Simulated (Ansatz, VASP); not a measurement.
# Two plane-wave programs on GaSb

File INCAR:

```
  ALGO = Normal
  EDIFF = 1E-6
  ENCUT = 520
  GGA = PE
  ISIF = 2
  ISMEAR = 0
  LASPH = T
  LCHARG = F
  LREAL = F
  LWAVE = F
  NBANDS = 16
  NELM = 60
  PREC = Accurate
  SIGMA = 0.15
```

File KPOINTS:

```
k-points
0
Gamma
  14 14 14
```

Contents of POSCAR:

```
GaSb
1.0
    0.0000000000      3.0590000000      3.0590000000
    3.1966550000      0.0000000000      3.0590000000
    3.1966550000      3.0590000000      0.0000000000
Ga Sb
1 1
Direct
    0.0000000000      0.0000000000      0.0000000000
    0.7500000000      0.7500000000      0.7500000000
```

Input for Ansatz:

```yaml
crystal:
  lattice:
    - [0.0, 3.059, 3.059]
    - [3.196655, 0.0, 3.059]
    - [3.196655, 3.059, 0.0]
  atoms:
    - { symbol: Ga, position: [0.0, 0.0, 0.0] }
    - { symbol: Sb, position: [0.75, 0.75, 0.75] }
basis:
  ecutwfc: 420
kpoints:
  mp_grid: { grid: [14, 14, 14] }
hamiltonian:
  xc: pbe
scf:
  occupations: { method: gaussian, width: 0.15 }
output:
  forces: true
  stress: true
  eigenvalues: true
```

Change from the starting cell: strain +0.0450 x Voigt [1, 0, 0, 0, 0, 0], atoms carried along.

Alike in both runs: task single point; functional PBE; k mesh 14 × 14 × 14; occupations gaussian, width 0.15 eV; no spin polarisation.

|  | VASP | Ansatz |
| --- | --- | --- |
| version | VASP 6.6.1 | Ansatz 0.2.0 |
| potentials or method | VASP PAW PBE potentials, release 64 (Ga_d, Sb), cutoff 520 eV | scalar-relativistic, plane waves, PAW |
| valence electrons in the cell | 18 | 28 |

```csv
,VASP,Ansatz,Ansatz less VASP
gap on the k mesh at the Fermi level (eV),none,none,-
pressure (GPa),0.2,0.1,-0.07
"traceless stress, the component that is largest in VASP (GPa)",-1.32,-1.32,-0.003
```

A gap of «none» marks a metal or a gap that the smearing closes. VASP's potentials hold 18 valence electrons a cell and Ansatz's 28, so a difference there can come from the potentials and not from the codes.

Spin-orbit coupling is off throughout.
